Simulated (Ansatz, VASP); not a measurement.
# BN in VASP and in Ansatz

```
CELL_PARAMETERS angstrom
2.50612 0.00000 0.00000
-1.25306 2.17037 0.00000
0.00000 0.00000 6.59736
ATOMIC_POSITIONS crystal
B 0.97788 0.95577 0.50000
B 0.33333 0.66667 0.00000
N 0.00000 0.00000 0.00000
N 0.66667 0.33333 0.50000
```

Alike in both runs: task single point; functional PBE; dispersion D3(BJ); k mesh 12 × 12 × 4; occupations gaussian, width 0.05 eV; no spin polarisation.

```csv
,VASP,Ansatz
version,VASP 6.6.1,Ansatz 0.2.0
potentials or method,"VASP PAW PBE potentials, release 64 (B, N), cutoff 520 eV","scalar-relativistic, plane waves, PAW"
valence electrons in the cell,16,16
```

Ansatz gave:

| Quantity | Value |
| --- | --- |
| gap on the k mesh at the Fermi level (eV) | 4.11 |
| least direct gap on the mesh (eV) | 4.49 |
| pressure (GPa) | 1.9 |
| traceless stress, the component that is largest in VASP (GPa) | 7.33 |
| rms of the force components (eV/Å) | 1.874 |

Q: What did VASP give for the same quantities?

A: gap on the k mesh at the Fermi level (eV): 4.10; least direct gap on the mesh (eV): 4.49; pressure (GPa): 2.0; traceless stress, the component that is largest in VASP (GPa): 7.42; rms of the force components (eV/Å): 1.869.

Atom by atom the forces differ by 0.005 eV/Å (rms over components).
